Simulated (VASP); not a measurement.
The system is MgO.

```
Mg O
1.0
     0.00000    2.00978    2.00978
     2.00978    0.00000    2.00978
     2.00978    2.00978    0.00000
Mg O
1 1
Direct
  0.00000 0.00000 0.00000
  0.50000 0.50000 0.50000
```

- Program: VASP 6.6.1
- Task: relaxation of cell and atoms
- Functional: PBE
- Potentials or basis: VASP PAW PBE potentials, release 64 (Mg, O)
- Cutoff: 600 eV
- k mesh: 10 × 10 × 10
- Occupations: fermi-dirac, width 0.02 eV
- Spin: no spin polarisation

At the start: pressure 35.1 GPa; volume 8.12 Å³/atom.

**Question.** Where does the relaxation end?

**Answer.** Over 5 steps the energy falls by 138.1 meV/atom and the volume is 9.57 Å³/atom (+17.9 %); space group Fm-3m (No. 225, to 0.05 Å).

The path:
```csv
step,energy change (eV),largest force (eV/Å),pressure (GPa),volume (Å³)
1,0.0000,0.0000,35.07,16.24
2,-0.2188,0.0000,-10.52,20.78
3,-0.2761,0.0000,0.13,19.13
4,-0.2761,0.0000,-0.35,19.19
5,-0.2762,0.0000,0.08,19.14
```

Final structure:
```xyz
2
Lattice="0.0000 2.1230 2.1230 2.1230 0.0000 2.1230 2.1230 2.1230 0.0000" Properties=species:S:1:pos:R:3 pbc="T T T"
Mg    0.0000    2.1230    2.1230
O     2.1230    2.1230    2.1230
```

Caveat: the volume moved by over 15 % at a fixed basis, so the end points are rough.
